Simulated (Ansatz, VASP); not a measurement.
**NiO in VASP and in Ansatz**

```xyz
4
Lattice="4.1771 2.0886 2.0886 2.0886 4.1771 2.0886 2.0886 2.0886 4.1771" Properties=species:S:1:pos:R:3 pbc="T T T"
O     2.0886    2.0886    2.0886
O     6.2657    6.2657    6.2657
Ni    0.0000    0.0000    0.0000
Ni    4.1771    4.1771    4.1771
```

Change from the starting cell: parallel moments scaled by 0.1, plain SCF.

Alike in both runs: task single point; functional PBE; k mesh 8 × 8 × 8; occupations fermi-dirac, width 0.03 eV; collinear spin; Hubbard terms Ni d U = 6.6 eV.

|  | VASP | Ansatz |
| --- | --- | --- |
| version | VASP 6.6.1 | Ansatz 0.2.0 |
| potentials or method | VASP PAW PBE potentials, release 64 (O, Ni), cutoff 520 eV | PAW, plane waves, scalar-relativistic |
| valence electrons in the cell | 32 | 48 |

VASP gave:

| Quantity | Value |
| --- | --- |
| gap on the k mesh at the Fermi level (eV) | 2.74 |
| pressure (GPa) | 2.3 |
| net moment per atom (μB) | 1.00 |
| size of the moment on the site where the two differ most (μB) | 1.84 |

What did Ansatz give for the same quantities?

gap on the k mesh at the Fermi level (eV): 2.30; pressure (GPa): 13.8; net moment per atom (μB): 1.00; size of the moment on the site where the two differ most (μB): 1.73.

Site moments also hang on the region over which each program counts them. The programs project onto different local orbitals, so the same U acts differently, and such runs can settle in different states. VASP's potentials hold 32 valence electrons a cell and Ansatz's 48, so a difference there can come from the potentials and not from the codes.
